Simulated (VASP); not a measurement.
Wanted: the native input for a VASP 6.6.1 run.

| Quantity | Value |
| --- | --- |
| Task | single point |
| Functional | PBE |
| Potentials or basis | VASP PAW PBE potentials, release 64 (I) |
| Cutoff | 520 eV |
| k mesh | 11 × 11 × 11 |
| Occupations | fermi-dirac, width 0.05 eV |
| Spin | no spin polarisation |
| Dipole correction | no |
| Further INCAR settings | ALGO = Normal; EDIFF = 1e-06; NBANDS = 10 |

The structure of I lies in POSCAR:

```
I
1.0
   -1.6387407567      1.6387407567      4.3209303307
    1.6387407567     -1.6387407567      4.3209303307
    1.6387407567      1.6387407567     -4.3209303307
I
1
Direct
    0.0000000000      0.0000000000      0.0000000000
```

These files were run (other wordings do the same):

INCAR

```
PREC     = Accurate       # precision mode
ENCUT    = 520            # plane-wave cutoff, eV
EDIFF    = 1E-6           # SCF threshold, eV
ISMEAR   = -1             # smearing method
SIGMA    = 0.05           # smearing width, eV
LREAL    = False          # projectors in reciprocal space
LASPH    = True           # aspherical terms in the spheres
NELM     = 80             # most SCF steps
ALGO     = Normal         # electronic algorithm
ISIF     = 2              # what is computed and relaxed
LWAVE    = False          # write WAVECAR
LCHARG   = False          # write CHGCAR
GGA      = PE             # functional
NBANDS   = 10             # bands
```

KPOINTS

```
Automatic mesh
0
Gamma
  11 11 11
```

Potentials or basis: VASP PAW PBE potentials, release 64 (I).

Launch:

```console
$ cat potpaw_PBE.64/I/POTCAR > POTCAR
$ mpirun -np 1 vasp_std > vasp.out
```

It gave:

```yaml
Pressure: -0.7 GPa
Band_gap_on_the_k_mesh: zero (an odd number of electrons rules out a gap without spin polarisation)
```

Caveat: spin-orbit coupling is left out, which moves the levels of the heavy elements; an odd number of electrons without spin polarisation forces a metal; a magnetic or distorted state may lie lower.

It took 48 s on 1 thread of AMD EPYC 7R13 Processor (Zen 3), with other jobs on the host, peak memory 0.2 GiB.
